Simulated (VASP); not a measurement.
Wanted: the native input for a VASP 6.6.1 run.

* Task: single point
* Functional: PBEsol
* Potentials or basis: VASP PAW PBE potentials, release 64 (Ru_pv)
* Cutoff: 520 eV
* k mesh: 24 × 24 × 14
* Occupations: gaussian, width 0.15 eV
* Spin: no spin polarisation
* Dipole correction: no
* Further INCAR settings: ALGO = Fast; EDIFF = 1e-06; NBANDS = 21

The structure of Ru lies in POSCAR:

```
Ru
1.0
    2.5550477996      0.0000000000      0.0000000000
   -1.2775238998      2.2127363023      0.0000000000
    0.0000000000      0.0000000000      4.2519209508
Ru
2
Direct
    0.3333333333      0.6666666667      0.2500000000
    0.6666666667      0.3333333333      0.7500000000
```

This cell differs from its parent crystal: strain -0.050 along x and y, +0.000 along z.

The input as run:

INCAR

```
SYSTEM = Ru
PREC = Accurate
ENCUT = 520
EDIFF = 1E-6
ISMEAR = 0
SIGMA = 0.15
LREAL = .FALSE.
LASPH = .TRUE.
NELM = 80
ALGO = Fast
ISIF = 2
LWAVE = .FALSE.
LCHARG = .TRUE.
GGA = PS
LELF = .TRUE.
LVHAR = .TRUE.
NBANDS = 21
```

KPOINTS

```
Automatic mesh
0
G
  24 24 14
  0 0 0
```

Potentials or basis: VASP PAW PBE potentials, release 64 (Ru_pv).

Run with:

```bash
$ cat potpaw_PBE.64/Ru_pv/POTCAR > POTCAR
$ mpirun -np 1 vasp_std > vasp.out
```

It gave:

| Item | Value |
| --- | --- |
| Pressure | 46.2 GPa |
| Band gap on the k mesh | zero (band 14 reaches 17.26 eV, above the bottom of band 15 at 13.40 eV) |

Caveat: the cell differs from its parent crystal (strain -0.050 along x and y, +0.000 along z); the PAW data sets were made with another functional, which shifts forces and pressure a little.

It took 100 s on 1 thread of Intel(R) Xeon(R) 6975P-C (Granite Rapids) (shared host), peak memory 0.28 GiB.
